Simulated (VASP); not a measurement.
Wanted: the native input for a VASP 6.6.1 run.

```yaml
Task: single point
Functional: LDA
Potentials_or_basis: VASP PAW LDA potentials, release 64 (Al, Ru_pv)
Cutoff: 500 eV
k_mesh: 9 × 9 × 9
Occupations: gaussian, width 0.1 eV
Spin: no spin polarisation
Dipole_correction: no
Further_INCAR_settings: ALGO = Normal; EDIFF = 1e-06; NBANDS = 16
```

The structure of AlRu lies in POSCAR:

```
AlRu
1.0
    2.9534758302      0.0000000000      0.0000000000
    0.0000000000      2.9534758302      0.0000000000
    0.0000000000      0.0000000000      2.9534758302
Al Ru
1 1
Direct
    0.0000000000      0.0000000000      0.0000000000
    0.5000000000      0.5000000000      0.5000000000
```

One way to write it, as run:

INCAR

```
PREC     = Accurate       # precision mode
ENCUT    = 500            # plane-wave cutoff, eV
EDIFF    = 1E-6           # SCF threshold, eV
ISMEAR   = 0              # smearing method
SIGMA    = 0.1            # smearing width, eV
LREAL    = F              # projectors in reciprocal space
LASPH    = T              # aspherical terms in the spheres
NELM     = 120            # most SCF steps
ALGO     = Normal         # electronic algorithm
ISIF     = 2              # what is computed and relaxed
LWAVE    = F              # write WAVECAR
LCHARG   = F              # write CHGCAR
NBANDS   = 16             # bands
GGA_COMPAT= F
```

KPOINTS

```
regular mesh
0
Gamma
  9 9 9
```

Potentials or basis: VASP PAW LDA potentials, release 64 (Al, Ru_pv).

Run with:

```console
$ cat potpaw_LDA.64/Al/POTCAR potpaw_LDA.64/Ru_pv/POTCAR > POTCAR
$ mpirun -np 1 vasp_std > vasp.out
```

Results of the run:

The pressure is 0.6 GPa.

Wall time 3.7 s on 1 thread of Intel(R) Xeon(R) 6975P-C (Granite Rapids), on a shared host, peak memory 0.13 GiB.
